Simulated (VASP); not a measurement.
Set up this calculation in VASP 6.6.1, as the native input.

- Task: relaxation of cell and atoms
- Functional: r2SCAN
- Potentials or basis: VASP PAW PBE potentials, release 64 (Al, N)
- Cutoff: 600 eV
- k mesh: 10 × 10 × 10
- Occupations: gaussian, width 0.01 eV
- Spin: no spin polarisation
- Target pressure: 4 GPa
- Dipole correction: no
- Further INCAR settings: ALGO = Normal; EDIFF = 1e-06; IBRION = 2; EDIFFG = -0.002; NSW = 100; ISIF = 3

Crystal: AlN.

```
Al N
1.0
     2.18490    2.18490    0.00000
    -2.18490    2.18490    0.00000
     0.00000    2.18490    2.18490
Al N
1 1
Direct
  0.00000 0.00000 0.00000
  0.25000 0.75000 0.50000
```

The input as run:

POSCAR

```
AlN
1.0
    2.1848998483      2.1848998483      0.0000000000
   -2.1848998483      2.1848998483      0.0000000000
    0.0000000000      2.1848998483      2.1848998483
Al N
1 1
Direct
    0.0000000000      0.0000000000      0.0000000000
    0.2500000000      0.7500000000      0.5000000000
```

INCAR.step1

```
PREC     = Accurate       # precision mode
ENCUT    = 600            # plane-wave cutoff, eV
ISMEAR   = 0              # smearing method
SIGMA    = 0.01           # smearing width, eV
LREAL    = False          # projectors in reciprocal space
LASPH    = True           # aspherical terms in the spheres
NELM     = 100            # most SCF steps
GGA      = PE             # functional
ALGO     = Normal         # electronic algorithm
EDIFF    = 1E-4           # SCF threshold, eV
LWAVE    = True           # write WAVECAR
LCHARG   = False          # write CHGCAR
```

INCAR.step2

```
PREC     = Accurate       # precision mode
ENCUT    = 600            # plane-wave cutoff, eV
EDIFF    = 1E-6           # SCF threshold, eV
ISMEAR   = 0              # smearing method
SIGMA    = 0.01           # smearing width, eV
LREAL    = False          # projectors in reciprocal space
LASPH    = True           # aspherical terms in the spheres
NELM     = 100            # most SCF steps
ALGO     = Normal         # electronic algorithm
ISIF     = 3              # what is computed and relaxed
LWAVE    = False          # write WAVECAR
LCHARG   = False          # write CHGCAR
METAGGA  = R2SCAN         # meta-GGA
LMIXTAU  = True         
IBRION   = 2              # ionic algorithm
NSW      = 100            # ionic steps
EDIFFG   = -0.002         # ionic threshold
PSTRESS  = 40.0         
ISTART   = 1
```

KPOINTS

```
regular mesh
0
Gamma
  10 10 10
```

Potentials or basis: VASP PAW PBE potentials, release 64 (Al, N).

The run is started by

```console
$ cat potpaw_PBE.64/Al/POTCAR potpaw_PBE.64/N/POTCAR > POTCAR
$ cp INCAR.step1 INCAR
$ mpirun -np 1 vasp_std > vasp.out
$ cp INCAR.step2 INCAR
$ mpirun -np 1 vasp_std > vasp.out
```

Results of the run:

| Quantity | Value |
| --- | --- |
| Relaxed volume | 10.23 Å³/atom |
| Relaxed cell | a = 3.070 Å, b = 3.070 Å, c = 3.070 Å, α = 60.00°, β = 60.00°, γ = 90.00° |
| Space group after relaxing (to 0.1 Å) | F-43m (No. 216) |
| Energy change on relaxing (the run minimises the enthalpy) | +2.3 meV/atom |
| Ionic steps | 4 |
| Pressure after relaxing | 4.0 GPa |
| Band gap on the k mesh | 3.95 eV (least direct gap 5.07 eV) |

Caveat: the cell is relaxed towards a set pressure, so the run minimises the enthalpy, not the energy; the PAW data sets were made with another functional, which shifts forces and pressure a little.

Wall time 120 s on 1 thread of Intel(R) Xeon(R) 6975P-C (Granite Rapids), on a shared host, peak memory 0.16 GiB.
